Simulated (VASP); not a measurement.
Here is a VASP 6.6.1 calculation.

The input INCAR:

```
PREC = Accurate ; ENCUT = 520
EDIFF = 1E-6 ; ISMEAR = -1
SIGMA = 0.1 ; LREAL = F
LASPH = T ; NELM = 80
ALGO = Normal ; ISIF = 2
LWAVE = F ; LCHARG = F
GGA = PS ; NBANDS = 16
```

KPOINTS

```
regular mesh
0
Gamma
  10 10 3
```

Contents of POSCAR:

```
C
1.0
    1.2280480000     -2.1270620000      0.0000000000
    1.2280480000      2.1270620000      0.0000000000
    0.0000000000      0.0000000000      7.1732680000
C
4
Direct
    0.0833790000      0.9166210000      0.7531380000
    0.5833790000      0.4166210000      0.2468620000
    0.9166210000      0.0833790000      0.2468620000
    0.4166210000      0.5833790000      0.7531380000
```

Potentials or basis: VASP PAW PBE potentials, release 64 (C).

Launch:

```sh
$ cat potpaw_PBE.64/C/POTCAR > POTCAR
$ mpirun -np 1 vasp_std > vasp.out
```

(1) What does it give for the pressure?

(2) Predict the largest force.

(3) Estimate the band gap on the k mesh.

## Answers

(1) 1.6 GPa.

(2) 0.018 eV/Å.

(3) 1.25 eV.

Caveat: the PAW data sets were made with another functional, which shifts forces and pressure a little; this functional lacks dispersion, which binds the layers, so the pressure and a relaxed spacing across them are unreliable.
